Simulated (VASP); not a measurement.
# ZnO (P6_3mc) in VASP: a series of runs

The runs below take ZnO through single point, with r2SCAN.

All numbers are computed with VASP 6.6.1; they aren't measurements. Logs are shortened: lines on timing, memory, paths and dates and some standing lists are left out, and cuts for length are marked.

## (1) The cell of the first run

Symmetry: P6_3mc, No. 186, hexagonal system. Conventional cell: a = 3.237 Å, b = 3.237 Å, c = 5.222 Å, α = 90.00°, β = 90.00°, γ = 120.00°. Within 2.6 Å of Zn (site symmetry 3m) lie 4 O at 1.97 to 1.98 Å. O (site symmetry 3m) has 4 Zn at 1.97 to 1.98 Å within 2.6 Å.

## (2) Single point, r2SCAN

POSCAR

```
ZnO
1.0
    3.2373510200      0.0000000000      0.0000000000
   -1.6186755100      2.8036282300      0.0000000000
    0.0000000000      0.0000000000      5.2220613000
Zn O
2 2
Direct
    0.6666666700      0.3333333300      0.5005917000
    0.3333333300      0.6666666700      0.0005917000
    0.6666666700      0.3333333300      0.8797183000
    0.3333333300      0.6666666700      0.3797183000
```

INCAR.step1

```
SYSTEM = ZnO
  PREC = Accurate
  ENCUT = 520
  ISMEAR = 0
  SIGMA = 0.1
  LREAL = .FALSE.
  LASPH = .TRUE.
  NELM = 80
  NBANDS = 26
  GGA = PE
  ALGO = Normal
  EDIFF = 1E-4
  LWAVE = .TRUE.
  LCHARG = .FALSE.
```

INCAR.step2

```
SYSTEM = ZnO
  PREC = Accurate
  ENCUT = 520
  EDIFF = 1E-6
  ISMEAR = 0
  SIGMA = 0.1
  LREAL = .FALSE.
  LASPH = .TRUE.
  NELM = 80
  ALGO = Normal
  ISIF = 2
  LWAVE = .FALSE.
  LCHARG = .FALSE.
  METAGGA = R2SCAN
  LMIXTAU = .TRUE.
  NBANDS = 26
  ISTART = 1
```

KPOINTS

```
Automatic mesh
0
G
  6 6 4
  0 0 0
```

Potentials or basis: VASP PAW PBE potentials, release 64 (Zn, O).

The run is started by

```bash
$ cat potpaw_PBE.64/Zn/POTCAR potpaw_PBE.64/O/POTCAR > POTCAR
$ cp INCAR.step1 INCAR
$ mpirun -np 1 vasp_std > vasp.out
$ cp INCAR.step2 INCAR
$ mpirun -np 1 vasp_std > vasp.out
```

OUTCAR:

```text
SYSTEM = ZnO
   PREC = Accurate
   ENCUT = 520
   EDIFF = 1E-6
   ISMEAR = 0
   LREAL = .FALSE.
   LASPH = .TRUE.
   NELM = 80
   ISIF = 2
   METAGGA = R2SCAN
   ISTART = 1

 ion  position               nearest neighbor table
   1  0.667  0.333  0.501-   4 1.97   4 1.97   4 1.97   3 1.98
   2  0.333  0.667  0.001-   3 1.97   3 1.97   3 1.97   4 1.98
   3  0.667  0.333  0.880-   2 1.97   2 1.97   2 1.97   1 1.98
   4  0.333  0.667  0.380-   1 1.97   1 1.97   1 1.97   2 1.98

  LATTYP: Found a hexagonal cell.
 ALAT       =     3.2373510200
 C/A-ratio  =     1.6130661358

  Lattice vectors:

 A1 = (   3.2373510200,   0.0000000000,   0.0000000000)
 A2 = (  -1.6186755100,   2.8036282300,   0.0000000000)
 A3 = (   0.0000000000,   0.0000000000,   5.2220613000)

Analysis of symmetry for initial positions (statically):
=====================================================================
 Subroutine PRICEL returns:
 Original cell was already a primitive cell.

 Routine SETGRP: Setting up the symmetry group for a
 hexagonal supercell.

 Subroutine GETGRP returns: Found 12 space group operations
 (whereof  6 operations were pure point group operations)
 out of a pool of 24 trial point group operations.

The static configuration has the point symmetry C_3v.
 The point group associated with its full space group is C_6v.

Analysis of symmetry for dynamics (positions and initial velocities):
=====================================================================
 Subroutine PRICEL returns:
 Original cell was already a primitive cell.

 Routine SETGRP: Setting up the symmetry group for a
 hexagonal supercell.

 Subroutine GETGRP returns: Found 12 space group operations
 (whereof  6 operations were pure point group operations)
 out of a pool of 24 trial point group operations.

The dynamic configuration has the point symmetry C_3v.
 The point group associated with its full space group is C_6v.

 Subroutine INISYM returns: Found 12 space group operations
 (whereof  6 operations are pure point group operations),
 and found     1 'primitive' translations

----------------------------------------------------------------------------------------

                                     Primitive cell

  volume of cell :      47.3971

  direct lattice vectors                    reciprocal lattice vectors
     3.237351020  0.000000000  0.000000000     0.308894523  0.178340336  0.000000000
    -1.618675510  2.803628230  0.000000000     0.000000000  0.356680672  0.000000000
     0.000000000  0.000000000  5.222061300     0.000000000  0.000000000  0.191495263

  length of vectors
     3.237351020  3.237351025  5.222061300     0.356680672  0.356680672  0.191495263

  position of ions in fractional coordinates (direct lattice)
     0.666666670  0.333333330  0.500591700
     0.333333330  0.666666670  0.000591700
     0.666666670  0.333333330  0.879718300
     0.333333330  0.666666670  0.379718300

  ion indices of the primitive-cell ions
   primitive index   ion index
                 1           1
                 2           2
                 3           3
                 4           4

----------------------------------------------------------------------------------------

 KPOINTS: Automatic mesh

Automatic generation of k-mesh.
 Grid dimensions read from file:
 generate k-points for:    6    6    4

 Generating k-lattice:

  Cartesian coordinates                     Fractional coordinates (reciprocal lattice)
     0.051482421  0.029723389  0.000000000     0.166666667 -0.000000000  0.000000000
     0.000000000  0.059446779  0.000000000     0.000000000  0.166666667  0.000000000
     0.000000000  0.000000000  0.047873816     0.000000000  0.000000000  0.250000000

  Length of vectors
     0.059446779  0.059446779  0.047873816

  Shift w.r.t. Gamma in fractional coordinates (k-lattice)
     0.000000000  0.000000000  0.000000000

 Subroutine IBZKPT returns following result:
 ===========================================

 Found     21 irreducible k-points:

 Following reciprocal coordinates:
            Coordinates               Weight
  0.000000  0.000000  0.000000      1.000000
  0.166667  0.000000  0.000000      6.000000
  0.333333  0.000000  0.000000      6.000000
  0.500000  0.000000  0.000000      3.000000
  0.166667  0.166667  0.000000      6.000000
  0.333333  0.166667  0.000000     12.000000
[... 13 lines left out ...]
  0.333333  0.166667  0.500000     12.000000
  0.333333  0.333333  0.500000      2.000000
   k-points           NKPTS =     21   k-points in BZ     NKDIM =     21   number of bands    NBANDS=     26
   number of dos      NEDOS =    301   number of ions     NIONS =      4
   total plane-waves  NPLWV =  23040
   dimension x,y,z NGX =    24 NGY =   24 NGZ =   40
   dimension x,y,z NGXF=    48 NGYF=   48 NGZF=   80
   ions per type =               2   2
   NGX,Y,Z   is equivalent  to a cutoff of  12.32, 12.32, 12.73 a.u.
   NGXF,Y,Z  is equivalent  to a cutoff of  24.65, 24.65, 25.47 a.u.
 SYSTEM =  ZnO
   PREC   = accura    normal or accurate (medium, high low for compatibility)
   ISTART =      1    job   : 0-new  1-cont  2-samecut
   ICHARG =      0    charge: 1-file 2-atom 10-const
   ISPIN  =      1    spin polarized calculation?
   LNONCOLLINEAR =      F non collinear calculations
   LSORBIT =      F    spin-orbit coupling
   LASPH  =      T    aspherical Exc in radial PAW
   ENCUT  =  520.0 eV  38.22 Ry    6.18 a.u.   6.02  6.02  9.71*2*pi/ulx,y,z
   NELM   =     80;   NELMIN=  2; NELMDL=  0     # of ELM steps
   EDIFF  = 0.1E-05   stopping-criterion for ELM
   LREAL  =      F    real-space projection
   EDIFFG = 0.1E-04   stopping-criterion for IOM
   NSW    =      0    number of steps for IOM
   IBRION =     -1    ionic relax: 0-MD 1-quasi-New 2-CG
   NFREE  =      0    steps in history (QN), initial steepest desc. (CG)
   ISIF   =      2    stress and relaxation
   ISYM   =      2    0-nonsym 1-usesym 2-fastsym
   POTIM  = 0.5000    time-step for ionic-motion
   TEBEG  =    0.0;   TEEND  =   0.0 temperature during run
   PSTRESS=    0.0 pullay stress
   NELECT =      36.0000    total number of electrons
   NUPDOWN=      -1.0000    fix difference up-down
   EMIN   =  10.00;   EMAX   =-10.00  energy-range for DOS
   EFERMI =   0.00;   METHOD = LEGACY
   ISMEAR =     0;   SIGMA  =   0.10  broadening in eV -4-tet -1-fermi 0-gaus
   EFERMI_NEDOS =   21; number of points for ismear=-14 and -15
   IALGO  =     38    algorithm
   IMIX   =      4    mixing-type and parameters
     AMIX     =   0.40;   BMIX     =  1.00
     AMIX_MAG =   1.60;   BMIX_MAG =  1.00
  volume/ion in A,a.u.               =      11.85        79.96
  Fermi-wavevector in a.u.,A,eV,Ry     =   1.493682  2.822650 30.355784  2.231087
  Thomas-Fermi vector in A             =   2.606052
   LORBIT       =      0    0 simple, 1 ext, 2 COOP (PROOUT), +10 PAW based schemes
   METAGGA = R2SCAN    functional components
   LHFCALC =     F    Hartree Fock is set to
   AEXX    =    0.0000 exact exchange contribution
   IVDW    =     0    specifies the selected vdW correction
   LEPSILON=     F    determine dielectric tensor
   LRPA    =     F    only Hartree local field effects (RPA)
 non-spin polarized calculation
 Gauss-broadening in eV      SIGMA  =   0.10
  energy-cutoff  :      520.00
  volume of cell :       47.40
 maximum number of plane-waves:      1314
   NGX = 13   NGY = 13   NGZ = 19

 number of electron      36.0000020 magnetization

 Free energy of the ion-electron system (eV)
  ---------------------------------------------------
  ext. energy  EPLUGINS =         0.00000000
  ---------------------------------------------------
  free energy    TOTEN  =       -36.31628355 eV

  energy without entropy =      -36.31628355  energy(sigma->0) =      -36.31628355

 E-fermi :   1.3317     XC(G=0): -11.6864

 val. band max:        0.8895249440   @ k =   0.0000   0.0000   0.0000
 cond. band min:       2.1164825429   @ k =   0.0000   0.0000   0.0000
 fundamental gap:      1.2269575989
 Fermi energy:         1.3317447947

 k-point     1 :       0.0000    0.0000    0.0000
  band No.  band energies     occupation
      1     -18.2287      2.00000
      2     -17.5390      2.00000
      3      -4.9510      2.00000
      4      -4.9510      2.00000
      5      -4.9024      2.00000
      6      -4.8455      2.00000
[... 18 lines left out ...]
     25      15.9951      0.00000
     26      15.9953      0.00000

 k-point     2 :       0.1667    0.0000    0.0000
  band No.  band energies     occupation
      1     -18.0876      2.00000
      2     -17.4782      2.00000
      3      -5.0937      2.00000
      4      -4.8657      2.00000
      5      -4.8368      2.00000
      6      -4.7585      2.00000
[... 18 lines left out ...]
     25      15.7833      0.00000
     26      16.1762      0.00000

 k-point     3 :       0.3333    0.0000    0.0000
  band No.  band energies     occupation
      1     -17.7712      2.00000
      2     -17.3764      2.00000
      3      -5.2362      2.00000
      4      -4.8815      2.00000
      5      -4.7235      2.00000
      6      -4.5185      2.00000
[... 18 lines left out ...]
     25      15.1326      0.00000
     26      15.9119      0.00000

 k-point     4 :       0.5000    0.0000    0.0000
  band No.  band energies     occupation
      1     -17.5716      2.00000
      2     -17.3595      2.00000
      3      -5.1620      2.00000
      4      -4.9420      2.00000
      5      -4.6739      2.00000
      6      -4.2819      2.00000
[... 18 lines left out ...]
     25      14.8592      0.00000
     26      16.1151      0.00000

 k-point     5 :       0.1667    0.1667    0.0000
  band No.  band energies     occupation
      1     -17.8573      2.00000
      2     -17.3973      2.00000
      3      -5.1268      2.00000
      4      -4.9318      2.00000
      5      -4.7188      2.00000
      6      -4.6529      2.00000
[... 18 lines left out ...]
     25      14.2485      0.00000
     26      16.9126      0.00000

 k-point     6 :       0.3333    0.1667    0.0000
  band No.  band energies     occupation
      1     -17.5788      2.00000
      2     -17.3556      2.00000
      3      -5.0601      2.00000
      4      -4.8026      2.00000
      5      -4.6571      2.00000
      6      -4.4369      2.00000
[... 340 lines left out ...]
 k-point    18 :       0.5000    0.0000    0.5000
  band No.  band energies     occupation
      1     -17.4577      2.00000
      2     -17.4577      2.00000
      3      -5.3277      2.00000
      4      -5.3277      2.00000
      5      -4.4356      2.00000
      6      -4.4356      2.00000
[... 18 lines left out ...]
     25      15.4660      0.00000
     26      15.4660      0.00000

 k-point    19 :       0.1667    0.1667    0.5000
  band No.  band energies     occupation
      1     -17.6258      2.00000
      2     -17.6258      2.00000
      3      -5.2538      2.00000
      4      -5.2538      2.00000
      5      -4.7090      2.00000
      6      -4.7090      2.00000
[... 18 lines left out ...]
     25      15.1741      0.00000
     26      15.1741      0.00000

 k-point    20 :       0.3333    0.1667    0.5000
  band No.  band energies     occupation
      1     -17.4596      2.00000
      2     -17.4596      2.00000
      3      -5.1856      2.00000
      4      -5.1856      2.00000
      5      -4.5733      2.00000
      6      -4.5733      2.00000
[... 18 lines left out ...]
     25      15.9017      0.00000
     26      15.9017      0.00000

 k-point    21 :       0.3333    0.3333    0.5000
  band No.  band energies     occupation
      1     -17.4051      2.00000
      2     -17.4051      2.00000
      3      -4.9278      2.00000
      4      -4.9278      2.00000
      5      -4.7227      2.00000
      6      -4.7227      2.00000
[... 18 lines left out ...]
     25      17.2423      0.00000
     26      17.2423      0.00000

------------------------ aborting loop because EDIFF is reached ----------------------------------------

  FORCE on cell =-STRESS in cart. coord.  units (eV):
  Direction    XX          YY          ZZ          XY          YZ          ZX
  --------------------------------------------------------------------------------------
  -------------------------------------------------------------------------------------
  Total        0.1397926      0.1397926      0.1355146      0.0000000      0.0000000      0.0000000
  in kB        4.7254432      4.7254432      4.5808339      0.0000000      0.0000000      0.0000000
  external PRESSURE =       4.6772401 kB  Pullay stress =       0.0000000 kB

 VOLUME and BASIS-vectors are now :
 -----------------------------------------------------------------------------
  energy-cutoff  :      520.00
  volume of cell :       47.40
      direct lattice vectors                 reciprocal lattice vectors
     3.237351020  0.000000000  0.000000000     0.308894523  0.178340336  0.000000000
    -1.618675510  2.803628230  0.000000000     0.000000000  0.356680672  0.000000000
     0.000000000  0.000000000  5.222061300     0.000000000  0.000000000  0.191495263

 POSITION                                       TOTAL-FORCE (eV/Angst)
 -----------------------------------------------------------------------------------
      1.61868      0.93454      2.61412         0.000000     -0.000000     -0.018611
     -0.00000      1.86909      0.00309        -0.000000      0.000000     -0.018611
      1.61868      0.93454      4.59394         0.000000     -0.000000      0.018611
     -0.00000      1.86909      1.98291        -0.000000      0.000000      0.018611
 -----------------------------------------------------------------------------------
    total drift:                               -0.000015      0.000010     -0.094928

  FREE ENERGIE OF THE ION-ELECTRON SYSTEM (eV)
  ---------------------------------------------------
  free  energy   TOTEN  =       -36.3162835512 eV

  energy  without entropy=      -36.3162835512  energy(sigma->0) =      -36.31628355
```

It took 32 s on 1 thread of Intel Xeon 6975P-C (Granite Rapids), shared host; peak memory 0.17 GiB.

Results:

| Item | Value |
| --- | --- |
| Free energy | -36.3163 eV |
| Pressure | 0.5 GPa |
| Largest force | 0.019 eV/Å |
| Band gap on the k mesh | 1.23 eV, direct |

Forces on the atoms (eV/Å):
```
Zn   0.000  0.000 -0.019
Zn   0.000  0.000 -0.019
O    0.000  0.000  0.019
O    0.000  0.000  0.019
```

Caveat: the PAW data sets were made with another functional, which shifts forces and pressure a little.

## (3) Single point, r2SCAN

This run uses another cell than the first one, of 11.81 Å³/atom, 0.997 times its volume.

POSCAR

```
ZnO
1.0
    3.2348691750      0.0000000000      0.0000000000
   -1.6174345875      2.8014788834      0.0000000000
    0.0000000000      0.0000000000      5.2123118262
Zn O
2 2
Direct
    0.6666666667      0.3333333333      0.5004294571
    0.3333333333      0.6666666667      0.0004294571
    0.6666666667      0.3333333333      0.8798805429
    0.3333333333      0.6666666667      0.3798805429
```

INCAR.step1

```
PREC = Accurate
ENCUT = 520
ISMEAR = 0
SIGMA = 0.02
LREAL = False
LASPH = True
NELM = 100
NBANDS = 26
GGA = PE
ALGO = Normal
EDIFF = 1E-4
LWAVE = True
LCHARG = False
```

INCAR.step2

```
PREC = Accurate
ENCUT = 520
EDIFF = 1E-6
ISMEAR = 0
SIGMA = 0.02
LREAL = False
LASPH = True
NELM = 100
ALGO = Normal
ISIF = 2
LWAVE = False
LCHARG = False
METAGGA = R2SCAN
LMIXTAU = True
NBANDS = 26
ISTART = 1
```

KPOINTS

```
Automatic mesh
0
Gamma
  12 12 6
```

Potentials or basis: VASP PAW PBE potentials, release 64 (Zn, O).

The run is started by

```bash
$ cat potpaw_PBE.64/Zn/POTCAR potpaw_PBE.64/O/POTCAR > POTCAR
$ cp INCAR.step1 INCAR
$ mpirun -np 1 vasp_std > vasp.out
$ cp INCAR.step2 INCAR
$ mpirun -np 1 vasp_std > vasp.out
```

It took 95 s on 1 thread of Intel Xeon 6975P-C (Granite Rapids), shared host; peak memory 0.22 GiB.

Results (log left out):

```yaml
Free_energy: -36.3171 eV
Pressure: 1.0 GPa
Largest_force: 0.015 eV/Å
Band_gap_on_the_k_mesh: 1.23 eV, direct
```

Forces on the atoms (eV/Å):
```
Zn   0.000  0.000 -0.015
Zn   0.000  0.000 -0.015
O    0.000  0.000  0.015
O    0.000  0.000  0.015
```

Stress tensor (GPa, compression positive):
```
0.97 0.00 0.00
0.00 0.97 0.00
0.00 0.00 1.09
```

Levels at points of the mesh, in eV from the valence-band top:
| k point | band 15 | band 16 | band 17 | band 18 | band 19 | band 20 | band 21 | band 22 |
| --- | --- | --- | --- | --- | --- | --- | --- | --- |
| (0.00, 0.00, 0.00) | -0.82 | -0.09 | 0.00 | 0.00 | 1.23 | 5.88 | 8.83 | 13.73 |
| (0.50, 0.00, 0.00) | -2.87 | -2.34 | -1.31 | -0.87 | 6.43 | 7.36 | 8.08 | 9.32 |
| (0.00, 0.00, 0.50) | -0.40 | -0.40 | -0.40 | -0.40 | 3.94 | 3.94 | 10.83 | 10.83 |
| (0.50, 0.00, 0.50) | -1.55 | -1.55 | -1.41 | -1.41 | 6.25 | 6.25 | 9.18 | 9.18 |

Caveat: the PAW data sets were made with another functional, which shifts forces and pressure a little.

## (4) Single point, r2SCAN

This run uses another cell than the first one, of 11.81 Å³/atom, 0.997 times its volume.

POSCAR is that of step 3.

Edit INCAR.step1 of step 3 so:

```diff
@@ -3,6 +3,6 @@
 ISMEAR = 0
-SIGMA = 0.02
+SIGMA = 0.01
 LREAL = False
 LASPH = True
-NELM = 100
+NELM = 60
 NBANDS = 26
```

Edit INCAR.step2 of step 3 so:

```diff
@@ -2,8 +2,8 @@
 ENCUT = 520
-EDIFF = 1E-6
+EDIFF = 1E-7
 ISMEAR = 0
-SIGMA = 0.02
+SIGMA = 0.01
 LREAL = False
 LASPH = True
-NELM = 100
+NELM = 60
 ALGO = Normal
```

KPOINTS is that of step 3.

The run is started by

```bash
$ cat potpaw_PBE.64/Zn/POTCAR potpaw_PBE.64/O/POTCAR > POTCAR
$ cp INCAR.step1 INCAR
$ mpirun -np 1 vasp_std > vasp.out
$ cp INCAR.step2 INCAR
$ mpirun -np 1 vasp_std > vasp.out
```

It took 95 s on 1 thread of Intel Xeon 6975P-C (Granite Rapids), shared host; peak memory 0.22 GiB.

The run converged. Its results:

* Free energy: -36.3171 eV
* Pressure: 1.0 GPa
* Largest force: 0.015 eV/Å
* Band gap on the k mesh: 1.23 eV, direct

Forces on the atoms (eV/Å):
```
Zn   0.000  0.000 -0.015
Zn   0.000  0.000 -0.015
O    0.000  0.000  0.015
O    0.000  0.000  0.015
```

Stress tensor (GPa, compression positive):
```
0.96 0.00 0.00
0.00 0.96 0.00
0.00 0.00 1.09
```

Levels at points of the mesh, in eV from the valence-band top:
```tsv
k point	band 15	band 16	band 17	band 18	band 19	band 20	band 21	band 22
(0.00, 0.00, 0.00)	-0.82	-0.09	0.00	0.00	1.23	5.88	8.83	13.73
(0.50, 0.00, 0.00)	-2.87	-2.34	-1.31	-0.87	6.43	7.36	8.08	9.32
(0.00, 0.00, 0.50)	-0.40	-0.40	-0.40	-0.40	3.94	3.94	10.83	10.83
(0.50, 0.00, 0.50)	-1.55	-1.55	-1.41	-1.41	6.25	6.25	9.18	9.18
```

Caveat: the PAW data sets were made with another functional, which shifts forces and pressure a little.

(Part 1 of 2 ends here.)
